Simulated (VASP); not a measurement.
Crystal: NaZr4.

```xyz
5
Lattice="4.5150 0.0000 0.0000 0.0000 4.5150 0.0000 0.0000 0.0000 4.5150" Properties=species:S:1:pos:R:3 pbc="T T T"
Na    0.0000    0.0000    0.0000
Zr    2.2575    0.0000    0.0000
Zr    0.0000    2.2575    0.0000
Zr    0.0000    0.0000    2.2575
Zr    2.2575    2.2575    2.2575
```

The cell was built from a structure type or drawn by symmetry, and may not be a known phase.

```yaml
Program: VASP 6.6.1
Task: relaxation of cell and atoms
Functional: PBE
Potentials_or_basis: VASP PAW PBE potentials, release 64 (Na_pv, Zr_sv)
Cutoff: 600 eV
k_mesh: 4 × 4 × 4
Occupations: gaussian, width 0.1 eV
Spin: no spin polarisation
```

At the start: pressure 34.2 GPa; volume 18.41 Å³/atom.

Question: How do energy, volume and symmetry change on relaxing?

Answer: Over 5 steps the energy falls by 564.9 meV/atom and the volume is 25.10 Å³/atom (+36.3 %); space group Pm-3m (No. 221, to 0.1 Å) before and after.

The path:
| step | energy change (eV) | largest force (eV/Å) | pressure (GPa) | volume (Å³) |
| --- | --- | --- | --- | --- |
| 1 | 0.0000 | 0.0000 | 34.15 | 92.04 |
| 2 | -1.7059 | 0.0000 | -8.97 | 154.83 |
| 3 | -2.8234 | 0.0000 | 0.60 | 124.83 |
| 4 | -2.8239 | 0.0000 | -0.29 | 126.25 |
| 5 | -2.8244 | 0.0000 | 0.09 | 125.48 |

Final structure:
```yaml
crystal:
  lattice:
    - [5.00642, 0.00000, 0.00000]
    - [0.00000, 5.00642, 0.00000]
    - [0.00000, 0.00000, 5.00642]
  atoms:
    - { symbol: Na, position: [0.00000, 0.00000, 0.00000] }
    - { symbol: Zr, position: [0.50000, 0.00000, 0.00000] }
    - { symbol: Zr, position: [0.00000, 0.50000, 0.00000] }
    - { symbol: Zr, position: [0.00000, 0.00000, 0.50000] }
    - { symbol: Zr, position: [0.50000, 0.50000, 0.50000] }
```

Caveat: the volume moved by over 15 % at a fixed basis, so the end points are rough.
